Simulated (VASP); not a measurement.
# W (Fm-3m) in VASP: settings compared

W is run at these levels: r2SCAN, PBEsol+D3(BJ), revPBE, BLYP; tasks: single point.

All numbers are computed with VASP 6.6.1; they aren't measurements. Logs are shortened: lines on timing, memory, paths and dates and some standing lists are left out, and cuts for length are marked.

## Step 1: The cell of the first run

Symmetry: Fm-3m, No. 225, cubic system. Conventional cell: a = 4.113 Å, b = 4.113 Å, c = 4.113 Å, α = 90.00°, β = 90.00°, γ = 90.00°. W (site symmetry m-3m) has 12 W at 2.91 Å within 3.8 Å.

## Step 2: Single point, r2SCAN

POSCAR reads:

```
W
1.0
    0.0000000000      2.0567135898      2.0567135898
    2.0567135898      0.0000000000      2.0567135898
    2.0567135898      2.0567135898      0.0000000000
W
1
Direct
    0.0000000000      0.0000000000      0.0000000000
```

INCAR.step1 reads:

```
PREC     = Accurate       # precision mode
ENCUT    = 520            # plane-wave cutoff, eV
ISMEAR   = -1             # smearing method
SIGMA    = 0.05           # smearing width, eV
LREAL    = F              # projectors in reciprocal space
LASPH    = T              # aspherical terms in the spheres
NELM     = 100            # most SCF steps
NBANDS   = 13             # bands
GGA      = PE             # functional
ALGO     = Normal         # electronic algorithm
EDIFF    = 1E-4           # SCF threshold, eV
LWAVE    = T              # write WAVECAR
LCHARG   = F              # write CHGCAR
```

INCAR.step2 reads:

```
PREC     = Accurate       # precision mode
ENCUT    = 520            # plane-wave cutoff, eV
EDIFF    = 1E-6           # SCF threshold, eV
ISMEAR   = -1             # smearing method
SIGMA    = 0.05           # smearing width, eV
LREAL    = F              # projectors in reciprocal space
LASPH    = T              # aspherical terms in the spheres
NELM     = 100            # most SCF steps
ALGO     = Normal         # electronic algorithm
ISIF     = 2              # what is computed and relaxed
LWAVE    = F              # write WAVECAR
LCHARG   = T              # write CHGCAR
METAGGA  = R2SCAN         # meta-GGA
LMIXTAU  = T            
LELF     = T              # ELF
LVHAR    = T            
NBANDS   = 13             # bands
ISTART   = 1
```

KPOINTS reads:

```
regular mesh
0
Gamma
  11 11 11
```

Potentials or basis: VASP PAW PBE potentials, release 64 (W_sv).

Launch:

```
$ cat potpaw_PBE.64/W_sv/POTCAR > POTCAR
$ cp INCAR.step1 INCAR
$ mpirun -np 1 vasp_std > vasp.out
$ cp INCAR.step2 INCAR
$ mpirun -np 1 vasp_std > vasp.out
```

OUTCAR:

```text
PREC = Accurate
   ENCUT = 520
   EDIFF = 1E-6
   ISMEAR = -1
   LREAL = F
   LASPH = T
   NELM = 100
   ISIF = 2
   METAGGA = R2SCAN
   ISTART = 1

 ion  position               nearest neighbor table
   1  0.000  0.000  0.000-

  LATTYP: Found a face centered cubic cell.
 ALAT       =     4.1134271796

  Lattice vectors:

 A1 = (   0.0000000000,   2.0567135898,   2.0567135898)
 A2 = (   2.0567135898,   0.0000000000,   2.0567135898)
 A3 = (   2.0567135898,   2.0567135898,   0.0000000000)

Analysis of symmetry for initial positions (statically):
=====================================================================
 Subroutine PRICEL returns:
 Original cell was already a primitive cell.

 Routine SETGRP: Setting up the symmetry group for a
 face centered cubic supercell.

 Subroutine GETGRP returns: Found 48 space group operations
 (whereof 48 operations were pure point group operations)
 out of a pool of 48 trial point group operations.

The static configuration has the point symmetry O_h .

Analysis of symmetry for dynamics (positions and initial velocities):
=====================================================================
 Subroutine PRICEL returns:
 Original cell was already a primitive cell.

 Routine SETGRP: Setting up the symmetry group for a
 face centered cubic supercell.

 Subroutine GETGRP returns: Found 48 space group operations
 (whereof 48 operations were pure point group operations)
 out of a pool of 48 trial point group operations.

The dynamic configuration has the point symmetry O_h .

 Subroutine INISYM returns: Found 48 space group operations
 (whereof 48 operations are pure point group operations),
 and found     1 'primitive' translations

----------------------------------------------------------------------------------------

                                     Primitive cell

  volume of cell :      17.4001

  direct lattice vectors                    reciprocal lattice vectors
     0.000000000  2.056713590  2.056713590    -0.243106285  0.243106285  0.243106285
     2.056713590  0.000000000  2.056713590     0.243106285 -0.243106285  0.243106285
     2.056713590  2.056713590  0.000000000     0.243106285  0.243106285 -0.243106285

  length of vectors
     2.908632253  2.908632253  2.908632253     0.421072437  0.421072437  0.421072437

  position of ions in fractional coordinates (direct lattice)
     0.000000000  0.000000000  0.000000000

  ion indices of the primitive-cell ions
   primitive index   ion index
                 1           1

----------------------------------------------------------------------------------------

 KPOINTS: regular mesh

Automatic generation of k-mesh.
 Grid dimensions read from file:
 generate k-points for:   11   11   11

 Generating k-lattice:

  Cartesian coordinates                     Fractional coordinates (reciprocal lattice)
    -0.022100571  0.022100571  0.022100571     0.090909091  0.000000000  0.000000000
     0.022100571 -0.022100571  0.022100571     0.000000000  0.090909091  0.000000000
     0.022100571  0.022100571 -0.022100571     0.000000000  0.000000000  0.090909091

  Length of vectors
     0.038279312  0.038279312  0.038279312

  Shift w.r.t. Gamma in fractional coordinates (k-lattice)
     0.000000000  0.000000000  0.000000000

 Subroutine IBZKPT returns following result:
 ===========================================

 Found     56 irreducible k-points:

 Following reciprocal coordinates:
            Coordinates               Weight
  0.000000  0.000000  0.000000      1.000000
  0.090909  0.000000  0.000000      8.000000
  0.181818  0.000000  0.000000      8.000000
  0.272727  0.000000  0.000000      8.000000
  0.363636  0.000000  0.000000      8.000000
  0.454545  0.000000  0.000000      8.000000
[... 16 lines left out ...]
 -0.272727  0.181818  0.000000     24.000000
 -0.181818  0.181818  0.000000     12.000000
 [... further k-points ...]
   k-points           NKPTS =     56   k-points in BZ     NKDIM =     56   number of bands    NBANDS=     13
   number of dos      NEDOS =    301   number of ions     NIONS =      1
   total plane-waves  NPLWV =  13824
   dimension x,y,z NGX =    24 NGY =   24 NGZ =   24
   dimension x,y,z NGXF=    48 NGYF=   48 NGZF=   48
   ions per type =               1
   NGX,Y,Z   is equivalent  to a cutoff of  13.72, 13.72, 13.72 a.u.
   NGXF,Y,Z  is equivalent  to a cutoff of  27.43, 27.43, 27.43 a.u.
 SYSTEM =  unknown system
   PREC   = accura    normal or accurate (medium, high low for compatibility)
   ISTART =      1    job   : 0-new  1-cont  2-samecut
   ICHARG =      0    charge: 1-file 2-atom 10-const
   ISPIN  =      1    spin polarized calculation?
   LNONCOLLINEAR =      F non collinear calculations
   LSORBIT =      F    spin-orbit coupling
   LASPH  =      T    aspherical Exc in radial PAW
   ENCUT  =  520.0 eV  38.22 Ry    6.18 a.u.   5.41  5.41  5.41*2*pi/ulx,y,z
   NELM   =    100;   NELMIN=  2; NELMDL=  0     # of ELM steps
[... 16 lines left out ...]
   EFERMI_NEDOS =   21; number of points for ismear=-14 and -15
   IALGO  =     38    algorithm
   IMIX   =      4    mixing-type and parameters
     AMIX     =   0.40;   BMIX     =  1.00
     AMIX_MAG =   1.60;   BMIX_MAG =  1.00
  volume/ion in A,a.u.               =      17.40       117.42
  Fermi-wavevector in a.u.,A,eV,Ry     =   1.522651  2.877393 31.544644  2.318466
  Thomas-Fermi vector in A             =   2.631201
   LORBIT       =      0    0 simple, 1 ext, 2 COOP (PROOUT), +10 PAW based schemes
   METAGGA = R2SCAN    functional components
   LHFCALC =     F    Hartree Fock is set to
   AEXX    =    0.0000 exact exchange contribution
   IVDW    =     0    specifies the selected vdW correction
   LEPSILON=     F    determine dielectric tensor
   LRPA    =     F    only Hartree local field effects (RPA)
 non-spin polarized calculation
  energy-cutoff  :      520.00
  volume of cell :       17.40
 maximum number of plane-waves:       495
 NGX is ok and might be reduce to    24
   NGX = 11   NGY = 11   NGZ = 11

 number of electron      13.9999999 magnetization

 Free energy of the ion-electron system (eV)
  ---------------------------------------------------
  ext. energy  EPLUGINS =         0.00000000
  ---------------------------------------------------
  free energy    TOTEN  =       -50.74037013 eV

  energy without entropy =      -50.72974277  energy(sigma->0) =      -50.73505645

 E-fermi :   9.5868     XC(G=0): -14.3617

 val. band max:        9.5684915264   @ k =   0.3636   0.0909   0.0000
 cond. band min:       9.6014280724   @ k =   0.1818   0.0909   0.0000
 fundamental gap:      0.0329365460
 Fermi energy:         9.5868437345

 k-point     1 :       0.0000    0.0000    0.0000
  band No.  band energies     occupation
      1     -66.1758      2.00000
      2     -29.1835      2.00000
      3     -29.1835      2.00000
      4     -29.1835      2.00000
      5       0.3865      2.00000
      6       9.0390      1.99997
      7       9.0390      1.99997
      8       9.0390      1.99997
      9      12.1665      0.00000
     10      12.1665      0.00000
     11      22.8469      0.00000
     12      28.2232      0.00000
     13      28.2232      0.00000

 k-point     2 :       0.0909    0.0000    0.0000
  band No.  band energies     occupation
      1     -66.1685      2.00000
      2     -29.2677      2.00000
      3     -29.1944      2.00000
      4     -29.1944      2.00000
      5       0.7369      2.00000
      6       8.7735      2.00000
      7       9.1964      1.99919
      8       9.1964      1.99919
      9      12.0344      0.00000
     10      12.0344      0.00000
     11      23.5324      0.00000
     12      26.7806      0.00000
     13      28.8667      0.00000

 k-point     3 :       0.1818    0.0000    0.0000
  band No.  band energies     occupation
      1     -66.1490      2.00000
      2     -29.4894      2.00000
      3     -29.2234      2.00000
      4     -29.2234      2.00000
      5       1.6910      2.00000
      6       8.2324      2.00000
      7       9.4865      1.76300
      8       9.4865      1.76299
      9      11.9184      0.00000
     10      11.9184      0.00000
     11      24.2680      0.00000
     12      25.6163      0.00000
     13      30.6409      0.00000
[... 305 lines left out ...]
 k-point    23 :      -0.2727    0.1818    0.0000
  band No.  band energies     occupation
      1     -66.0928      2.00000
      2     -29.9086      2.00000
      3     -29.5079      2.00000
      4     -29.2955      2.00000
      5       4.6693      2.00000
      6       7.5663      2.00000
      7       8.3165      2.00000
      8      10.1604      0.00002
      9      11.7656      0.00000
     10      15.2656      0.00000
     11      22.3889      0.00000
     12      26.0134      0.00000
     13      27.0340      0.00000

 k-point    24 :      -0.1818    0.1818    0.0000
  band No.  band energies     occupation
      1     -66.1146      2.00000
      2     -29.7444      2.00000
      3     -29.4190      2.00000
      4     -29.2517      2.00000
      5       3.5302      2.00000
      6       7.4888      2.00000
      7       8.9973      1.99998
      8      10.5656      0.00000
      9      10.6393      0.00000
     10      13.9452      0.00000
     11      23.9903      0.00000
     12      27.4782      0.00000
     13      28.4451      0.00000

 [... further k-points ...]
[... 5 lines left out ...]
  --------------------------------------------------------------------------------------
  -------------------------------------------------------------------------------------
  Total       -1.9490052     -1.9490052     -1.9490052     -0.0000000      0.0000000     -0.0000000
  in kB     -179.4618507   -179.4618507   -179.4618507     -0.0000000      0.0000000     -0.0000000
  external PRESSURE =    -179.4618507 kB  Pullay stress =       0.0000000 kB

 VOLUME and BASIS-vectors are now :
 -----------------------------------------------------------------------------
  energy-cutoff  :      520.00
  volume of cell :       17.40
      direct lattice vectors                 reciprocal lattice vectors
     0.000000000  2.056713590  2.056713590    -0.243106285  0.243106285  0.243106285
     2.056713590  0.000000000  2.056713590     0.243106285 -0.243106285  0.243106285
     2.056713590  2.056713590  0.000000000     0.243106285  0.243106285 -0.243106285

 POSITION                                       TOTAL-FORCE (eV/Angst)
 -----------------------------------------------------------------------------------
      0.00000      0.00000      0.00000         0.000000      0.000000      0.000000
 -----------------------------------------------------------------------------------
    total drift:                                0.000000      0.000000      0.000000

  FREE ENERGIE OF THE ION-ELECTRON SYSTEM (eV)
  ---------------------------------------------------
  free  energy   TOTEN  =       -50.7403701260 eV

  energy  without entropy=      -50.7297427703  energy(sigma->0) =      -50.73505645
```

Run time: 68 s. Hardware: 1 thread of Intel Xeon Platinum 8259CL at 2.50GHz (Skylake/Cascade Lake), shared host; peak memory 0.15 GiB.

Results:

```
Free energy            : -50.7404 eV
Pressure               : -17.9 GPa
Band gap on the k mesh : zero (band 7 reaches 11.89 eV, above the bottom of band 8 at 9.04 eV)
```

Caveat: the PAW data sets were made with another functional, which shifts forces and pressure a little; spin-orbit coupling is left out, which moves the levels of the heavy elements.

## Step 3: Single point, r2SCAN

This run uses another cell than the first one, of 17.73 Å³/atom, 1.019 times its volume.

POSCAR reads:

```
W
1.0
    0.0000000000      2.0698140295      2.0698140295
    2.0698140295      0.0000000000      2.0698140295
    2.0698140295      2.0698140295      0.0000000000
W
1
Direct
    0.0000000000      0.0000000000      0.0000000000
```

INCAR.step1 reads:

```
SYSTEM = W
  PREC = Accurate
  ENCUT = 520
  ISMEAR = -1
  SIGMA = 0.05
  LREAL = .False.
  LASPH = .True.
  NELM = 60
  NBANDS = 13
  GGA = PE
  ALGO = Normal
  EDIFF = 1E-4
  LWAVE = .True.
  LCHARG = .False.
```

INCAR.step2 reads:

```
SYSTEM = W
  PREC = Accurate
  ENCUT = 520
  EDIFF = 1E-6
  ISMEAR = -1
  SIGMA = 0.05
  LREAL = .False.
  LASPH = .True.
  NELM = 60
  ALGO = Normal
  ISIF = 2
  LWAVE = .False.
  LCHARG = .True.
  METAGGA = R2SCAN
  LMIXTAU = .True.
  LELF = .True.
  LVHAR = .True.
  NBANDS = 13
  ISTART = 1
```

KPOINTS reads:

```
regular mesh
0
Gamma
  11 11 11
  0 0 0
```

Potentials or basis: VASP PAW PBE potentials, release 64 (W_sv).

Launch:

```
$ cat potpaw_PBE.64/W_sv/POTCAR > POTCAR
$ cp INCAR.step1 INCAR
$ mpirun -np 1 vasp_std > vasp.out
$ cp INCAR.step2 INCAR
$ mpirun -np 1 vasp_std > vasp.out
```

It took 57 s on 1 thread of Intel Xeon Platinum 8259CL at 2.50GHz (Skylake/Cascade Lake), shared host; peak memory 0.15 GiB.

It converged, with:

```yaml
Free_energy: -50.6987 eV
Pressure: -22.0 GPa
Band_gap_on_the_k_mesh: zero (band 7 reaches 11.55 eV, above the bottom of band 8 at 8.81 eV)
```

Levels at points of the mesh, in eV from the Fermi level:
| k point | band 5 | band 6 | band 7 | band 8 | band 9 | band 10 |
| --- | --- | --- | --- | --- | --- | --- |
| (0.00, 0.00, 0.00) | -9.10 | -0.53 | -0.53 | -0.53 | 2.52 | 2.52 |

Caveat: the PAW data sets were made with another functional, which shifts forces and pressure a little; spin-orbit coupling is left out, which moves the levels of the heavy elements.

## Step 4: Single point, PBEsol+D3(BJ)

This run uses another cell than the first one, of 15.62 Å³/atom, 0.898 times its volume.

INCAR reads:

```
SYSTEM = W
PREC = Accurate
ENCUT = 520
EDIFF = 1E-6
ISMEAR = -1
SIGMA = 0.05
LREAL = .FALSE.
LASPH = .TRUE.
NELM = 100
ALGO = Normal
ISIF = 2
LWAVE = .FALSE.
LCHARG = .FALSE.
GGA = PS
IVDW = 12
NBANDS = 13
```

KPOINTS reads:

```
regular mesh
0
G
  11 11 11
  0 0 0
```

POSCAR reads:

```
W
1.0
    0.0000000000      1.9841503807      1.9841503807
    1.9841503807      0.0000000000      1.9841503807
    1.9841503807      1.9841503807      0.0000000000
W
1
Direct
    0.0000000000      0.0000000000      0.0000000000
```

Launch:

```
$ cat potpaw_PBE.64/W_sv/POTCAR > POTCAR
$ mpirun -np 1 vasp_std > vasp.out
```

Run time: 9.2 s. Hardware: 1 thread of Intel Xeon Platinum 8259CL at 2.50GHz (Skylake/Cascade Lake), shared host; peak memory 0.15 GiB.

It converged, with:

| Item | Value |
| --- | --- |
| Free energy | -14.0669 eV |
| Pressure | 0.7 GPa |
| Band gap on the k mesh | zero (band 7 reaches 13.96 eV, above the bottom of band 8 at 10.37 eV) |
| Dispersion energy per atom | -0.755 eV |

Levels at points of the mesh, in eV from the Fermi level:
| k point | band 5 | band 6 | band 7 | band 8 | band 9 | band 10 |
| --- | --- | --- | --- | --- | --- | --- |
| (0.00, 0.00, 0.00) | -9.22 | -0.59 | -0.59 | -0.59 | 2.75 | 2.75 |

Caveat: the PAW data sets were made with another functional, which shifts forces and pressure a little; spin-orbit coupling is left out, which moves the levels of the heavy elements; pairwise dispersion overbinds metals, which lowers pressure and volume.

## Step 5: Single point, revPBE

This run uses another cell than the first one, of 16.59 Å³/atom, 0.953 times its volume.

INCAR reads:

```
PREC = Accurate ; ENCUT = 520
EDIFF = 1E-6 ; ISMEAR = -1
SIGMA = 0.05 ; LREAL = F
LASPH = T ; NELM = 80
ALGO = Normal ; ISIF = 2
LWAVE = F ; LCHARG = T
GGA = RE ; LELF = T
LVHAR = T ; NBANDS = 13
```

KPOINTS reads:

```
Automatic mesh
0
Gamma
  11 11 11
```

POSCAR reads:

```
W
1.0
    0.0000000000      2.0242539017      2.0242539017
    2.0242539017      0.0000000000      2.0242539017
    2.0242539017      2.0242539017      0.0000000000
W
1
Direct
    0.0000000000      0.0000000000      0.0000000000
```

Launch:

```
$ cat potpaw_PBE.64/W_sv/POTCAR > POTCAR
$ mpirun -np 1 vasp_std > vasp.out
```

Run time: 11 s. Hardware: 1 thread of Intel Xeon Platinum 8259CL at 2.50GHz (Skylake/Cascade Lake), shared host; peak memory 0.14 GiB.

The run converged. Its results:

```yaml
Free_energy: -12.0462 eV
Pressure: 0.4 GPa
Band_gap_on_the_k_mesh: zero (band 7 reaches 12.99 eV, above the bottom of band 8 at 9.87 eV)
```

Levels at points of the mesh, in eV from the Fermi level:
| k point | band 5 | band 6 | band 7 | band 8 | band 9 | band 10 |
| --- | --- | --- | --- | --- | --- | --- |
| (0.00, 0.00, 0.00) | -8.95 | -0.55 | -0.55 | -0.55 | 2.53 | 2.53 |

Caveat: the PAW data sets were made with another functional, which shifts forces and pressure a little; spin-orbit coupling is left out, which moves the levels of the heavy elements.

## Step 6: Single point, BLYP

This run uses another cell than the first one, of 16.73 Å³/atom, 0.962 times its volume.

INCAR reads:

```
AGGAC    = 1.0          
AGGAX    = 1.0          
ALDAC    = 0.0          
ALDAX    = 1.0          
ALGO     = Fast           # electronic algorithm
EDIFF    = 1E-6           # SCF threshold, eV
ENCUT    = 520            # plane-wave cutoff, eV
GGA      = B5             # functional
ISIF     = 2              # what is computed and relaxed
ISMEAR   = -1             # smearing method
LASPH    = T              # aspherical terms in the spheres
LCHARG   = F              # write CHGCAR
LREAL    = F              # projectors in reciprocal space
LWAVE    = F              # write WAVECAR
NBANDS   = 13             # bands
NELM     = 60             # most SCF steps
PREC     = Accurate       # precision mode
SIGMA    = 0.05           # smearing width, eV
```

KPOINTS reads:

```
k-points
0
Gamma
  11 11 11
```

POSCAR reads:

```
W
1.0
    0.0000000000      2.0300000000      2.0300000000
    2.0300000000      0.0000000000      2.0300000000
    2.0300000000      2.0300000000      0.0000000000
W
1
Direct
    0.0000000000      0.0000000000      0.0000000000
```

Potentials or basis: VASP PAW PBE potentials, release 64 (W_sv).

Launch:

```
$ cat potpaw_PBE.64/W_sv/POTCAR > POTCAR
$ mpirun -np 1 vasp_std > vasp.out
```

Wall time 22 s (1 thread of Intel Xeon Platinum 8259CL at 2.50GHz (Skylake/Cascade Lake), shared host); peak memory 0.14 GiB.

It converged, with:

```
Free energy            : -10.8402 eV
Pressure               : 6.3 GPa
Band gap on the k mesh : zero (band 7 reaches 13.58 eV, above the bottom of band 8 at 10.18 eV)
```

Levels at points of the mesh, in eV from the Fermi level:
| k point | band 5 | band 6 | band 7 | band 8 | band 9 | band 10 |
| --- | --- | --- | --- | --- | --- | --- |
| (0.00, 0.00, 0.00) | -8.64 | -0.56 | -0.56 | -0.56 | 2.45 | 2.45 |

Caveat: the PAW data sets were made with another functional, which shifts forces and pressure a little; spin-orbit coupling is left out, which moves the levels of the heavy elements.

## Step 7: The runs side by side

```csv
level,cell,gap on the mesh (eV),pressure (GPa)
r2SCAN,"a = 2.909 Å, angles 60.0°, 1 atom",none,-17.9
r2SCAN,"a = 2.927 Å, angles 60.0°, 1 atom",none,-22.0
PBEsol+D3(BJ),"a = 2.806 Å, angles 60.0°, 1 atom",none,0.7
revPBE,"a = 2.863 Å, angles 60.0°, 1 atom",none,0.4
BLYP,"a = 2.871 Å, angles 60.0°, 1 atom",none,6.3
```

Alike in all rows: task single point; potentials or basis VASP PAW PBE potentials, release 64 (W_sv); no spin polarisation; k mesh 11 × 11 × 11; cutoff (eV) 520; smearing fermi-dirac 0.05 eV.

Caveats: the PAW data sets were made with another functional, which shifts forces and pressure a little; spin-orbit coupling is left out, which moves the levels of the heavy elements; pairwise dispersion overbinds metals, which lowers pressure and volume (some runs).

Total energies depend on the potentials used, so only differences within one code and one set of settings carry meaning.
